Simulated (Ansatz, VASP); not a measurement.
## Al2Cu: VASP beside Ansatz

```xyz
12
Lattice="0.0000 0.0000 5.7260 -4.0493 4.0493 0.0000 -4.0493 -4.0493 0.0000" Properties=species:S:1:pos:R:3 pbc="T T T"
Al   -4.0493    2.0246    1.4315
Al   -2.0246    0.0000    4.2945
Al   -4.0493   -2.0246    1.4315
Al   -6.0739    0.0000    4.2945
Al   -2.0246    0.0000    1.4315
Al   -4.0493    2.0246    4.2945
Al   -6.0739    0.0000    1.4315
Al   -4.0493   -2.0246    4.2945
Cu   -2.0246    2.0246    0.0000
Cu    0.0000    0.0000    2.8630
Cu   -2.0246   -2.0246    0.0000
Cu   -4.0493    0.0000    2.8630
```

Alike in both runs: task single point; functional PBEsol; k mesh 8 × 8 × 8; occupations gaussian, width 0.15 eV; no spin polarisation.

|  | VASP | Ansatz |
| --- | --- | --- |
| version | VASP 6.6.1 | Ansatz 0.2.0 |
| potentials or method | VASP PAW PBE potentials, release 64 (Al, Cu), cutoff 520 eV | scalar-relativistic, plane waves, PAW |
| valence electrons in the cell | 68 | 100 |

```csv
,VASP,Ansatz,Ansatz less VASP
gap on the k mesh at the Fermi level (eV),none,none,-
pressure (GPa),0.0,0.0,+0.04
```

VASP's potentials were made for PBE, not for PBEsol. A gap of «none» marks a metal or a gap that the smearing closes. VASP's potentials hold 68 valence electrons a cell and Ansatz's 100, so a difference there can come from the potentials and not from the codes.
